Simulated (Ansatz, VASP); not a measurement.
# MnHg: VASP beside Ansatz

```
CELL_PARAMETERS angstrom
3.31500 0.00000 0.00000
0.00000 3.31500 0.00000
0.00000 0.00000 3.31500
ATOMIC_POSITIONS crystal
Mn 0.50000 0.50000 0.50000
Hg 0.00000 0.00000 0.00000
```

Alike in both runs: task single point; functional PBE; dispersion D3(BJ); k mesh 4 × 4 × 4; occupations fermi-dirac, width 0.036 eV; collinear spin; Hubbard terms Hg d U = 8.0 eV.

```csv
,VASP,Ansatz
version,VASP 6.6.1,Ansatz 0.2.0
potentials or method,"VASP PAW PBE potentials, release 64 (Mn_pv, Hg)","scalar-relativistic, plane waves, PAW (harder set)"
plane-wave cutoff (eV),500,720
valence electrons in the cell,25,35
```

Ansatz gave:

```
gap on the k mesh at the Fermi level (eV)                     : none
pressure (GPa)                                                : -2.1
net moment per atom (μB)                                      : 1.86
size of the moment on the site where the two differ most (μB) : 3.76
```

Q: Estimate VASP's values.

A: gap on the k mesh at the Fermi level (eV): none; pressure (GPa): -6.7; net moment per atom (μB): 1.86; size of the moment on the site where the two differ most (μB): 3.71.

Site moments also hang on the region over which each program counts them. The programs project onto different local orbitals, so the same U acts differently, and such runs can settle in different states. A gap of «none» marks a metal or a gap that the smearing closes. VASP's potentials hold 25 valence electrons a cell and Ansatz's 35, so a difference there can come from the potentials and not from the codes. Ansatz's warnings: filled band counts differ across k points.

The k mesh is coarse, so the values compare programs but aren't converged. Neither program's run includes spin-orbit coupling.
